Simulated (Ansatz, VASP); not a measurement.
One calculation of Cu, two programs

```xyz
1
Lattice="0.0000 2.2973 2.2973 2.2973 0.0000 2.2973 2.2973 2.2973 0.0000" Properties=species:S:1:pos:R:3 pbc="T T T"
Cu    0.0000    0.0000    0.0000
```

Alike in both runs: task single point; functional PBE; dispersion D3(BJ); k mesh 6 × 6 × 6; occupations gaussian, width 0.1 eV; no spin polarisation.

|  | VASP | Ansatz |
| --- | --- | --- |
| version | VASP 6.6.1 | Ansatz 0.2.0 |
| potentials or method | VASP PAW PBE potentials, release 64 (Cu), cutoff 600 eV | scalar-relativistic, plane waves, PAW |
| valence electrons in the cell | 11 | 19 |

VASP gave:

| Item | Value |
| --- | --- |
| gap on the k mesh at the Fermi level (eV) | none |
| pressure (GPa) | -14.4 |

Problem. Estimate Ansatz's values.

Solution. gap on the k mesh at the Fermi level (eV): none; pressure (GPa): -14.6.

A gap of «none» marks a metal or a gap that the smearing closes. VASP's potentials hold 11 valence electrons a cell and Ansatz's 19, so a difference there can come from the potentials and not from the codes. Ansatz's warnings: dispersion switch in reach.

The k mesh is coarse, so the values compare programs but aren't converged.
